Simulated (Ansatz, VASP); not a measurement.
## BaF2 in VASP and in Ansatz

INCAR

```
  PREC = Accurate
  ENCUT = 600
  EDIFF = 1E-6
  ISMEAR = -1
  SIGMA = 0.03
  LREAL = False
  LASPH = True
  NELM = 120
  ALGO = Normal
  ISIF = 2
  LWAVE = False
  LCHARG = False
  GGA = PE
  NBANDS = 19
  GGA_COMPAT = False
```

File KPOINTS:

```
Automatic mesh
0
Gamma
  8 8 8
```

The input POSCAR:

```
BaF2
1.0
    0.0000000000      3.1000500000      3.1000500000
    3.1000500000      0.0000000000      3.1000500000
    3.1000500000      3.1000500000      0.0000000000
Ba F
1 2
Direct
    0.0000000000      0.0000000000      0.0000000000
    0.2500000000      0.2500000000      0.2500000000
    0.7500000000      0.7500000000      0.7500000000
```

Input for Ansatz:

```yaml
crystal:
  lattice:
    - [0.0, 3.10005, 3.10005]
    - [3.10005, 0.0, 3.10005]
    - [3.10005, 3.10005, 0.0]
  atoms:
    - { symbol: Ba, position: [0.0, 0.0, 0.0] }
    - { symbol: F, position: [0.25, 0.25, 0.25] }
    - { symbol: F, position: [0.75, 0.75, 0.75] }
kpoints:
  mp_grid: { grid: [8, 8, 8] }
  band_path:
    path:
      - [0.0, 0.0, 0.0]
      - [0.5, 0.0, 0.5]
      - [0.625, 0.25, 0.625]
      - [0.375, 0.375, 0.75]
      - [0.0, 0.0, 0.0]
      - [0.5, 0.5, 0.5]
      - [0.5, 0.25, 0.75]
      - [0.5, 0.0, 0.5]
    npoints: 8
scf:
  occupations: { method: fermi_dirac, width: 0.03 }
hamiltonian:
  xc: pbe
  pseudopotentials: { kind: all_electron, lapw: { basis_error: 0.001 } }
output:
  forces: true
  stress: true
  eigenvalues: true
  populations: true
  dos: { projected: true, de: 0.2, e_range: [-14, 8] }
```

Alike in both runs: task single point; functional PBE; k mesh 8 × 8 × 8; occupations fermi-dirac, width 0.03 eV; no spin polarisation.

|  | VASP | Ansatz |
| --- | --- | --- |
| version | VASP 6.6.1 | Ansatz 0.2.0 |
| potentials or method | VASP PAW PBE potentials, release 64 (Ba_sv, F), cutoff 600 eV | all-electron LAPW, scalar-relativistic |

|  | VASP | Ansatz | Ansatz less VASP |
| --- | --- | --- | --- |
| gap on the k mesh at the Fermi level (eV) | 6.76 | 6.83 | +0.061 |
| pressure (GPa) | 2.3 | 1.3 | -1.00 |

Ansatz ran all-electron here, and VASP with PAW potentials.

Neither program's run includes spin-orbit coupling.
